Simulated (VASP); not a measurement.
Set up this calculation in VASP 6.6.1, as the native input.

| Quantity | Value |
| --- | --- |
| Task | single point |
| Functional | PBE |
| Potentials or basis | VASP PAW PBE potentials, release 64 (Ge_d) |
| Cutoff | 520 eV |
| k mesh | 14 × 14 × 14 |
| Occupations | fermi-dirac, width 0.1 eV |
| Spin | no spin polarisation |
| Dipole correction | no |
| Further INCAR settings | ALGO = Normal; EDIFF = 1e-07; NBANDS = 13 |

The structure of Ge lies in POSCAR:

```
Ge
1.0
    0.0000000000      2.0798922349      2.0798922349
    2.0798922349      0.0000000000      2.0798922349
    2.0798922349      2.0798922349      0.0000000000
Ge
1
Direct
    0.0000000000      0.0000000000      0.0000000000
```

This cell differs from its parent crystal: volume scaled by 0.92.

These files were run (other wordings do the same):

INCAR

```
SYSTEM = Ge
PREC = Accurate
ENCUT = 520
EDIFF = 1E-7
ISMEAR = -1
SIGMA = 0.1
LREAL = .False.
LASPH = .True.
NELM = 80
ALGO = Normal
ISIF = 2
LWAVE = .False.
LCHARG = .True.
GGA = PE
LELF = .True.
LVHAR = .True.
NBANDS = 13
```

KPOINTS

```
Automatic mesh
0
Gamma
  14 14 14
  0 0 0
```

Potentials or basis: VASP PAW PBE potentials, release 64 (Ge_d).

Launch:

```sh
$ cat potpaw_PBE.64/Ge_d/POTCAR > POTCAR
$ mpirun -np 1 vasp_std > vasp.out
```

It gave:

```json
{
 "Pressure": "6.5 GPa",
 "Band gap on the k mesh": "zero (band 7 reaches 16.79 eV, above the bottom of band 8 at 4.86 eV)"
}
```

Run time: 23 s on 1 thread of Intel Xeon 8259CL (shared host), peak memory 0.15 GiB.
